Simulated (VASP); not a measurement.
Here is a VASP 6.6.1 calculation.

File INCAR:

```
ALGO     = Normal         # electronic algorithm
EDIFF    = 1E-6           # SCF threshold, eV
ENCUT    = 520            # plane-wave cutoff, eV
GGA      = PS             # functional
ISIF     = 2              # what is computed and relaxed
ISMEAR   = 0              # smearing method
LASPH    = T              # aspherical terms in the spheres
LCHARG   = F              # write CHGCAR
LREAL    = F              # projectors in reciprocal space
LWAVE    = F              # write WAVECAR
NBANDS   = 29             # bands
NELM     = 80             # most SCF steps
PREC     = Accurate       # precision mode
SIGMA    = 0.05           # smearing width, eV
```

File KPOINTS:

```
k-points
0
Gamma
  12 12 6
```

The input POSCAR:

```
BiTe
1.0
    5.4119013309      0.0000000000      0.0000000000
   -2.7059506655      4.6868440354      0.0000000000
    0.0000000000      0.0000000000      6.3428190171
Bi Te
2 2
Direct
    0.6666666667      0.3333333333      0.0626000000
    0.3333333333      0.6666666667      0.5626000000
    0.6666666667      0.3333333333      0.5626000000
    0.3333333333      0.6666666667      0.0626000000
```

Potentials or basis: VASP PAW PBE potentials, release 64 (Bi_d, Te).

The run is started by

```bash
$ cat potpaw_PBE.64/Bi_d/POTCAR potpaw_PBE.64/Te/POTCAR > POTCAR
$ mpirun -np 1 vasp_std > vasp.out
```

Q: Estimate the pressure.

A: 0.0 GPa.

Q: What does it give for the band gap on the k mesh?

A: Zero (bands 21 and 22 overlap by 1.16 eV).

Stress tensor (GPa, compression positive):
```
 0.29  0.00  0.00
 0.00  0.29  0.00
 0.00  0.00 -0.55
```

Caveat: the PAW data sets were made with another functional, which shifts forces and pressure a little; spin-orbit coupling is left out, which moves the levels of the heavy elements.
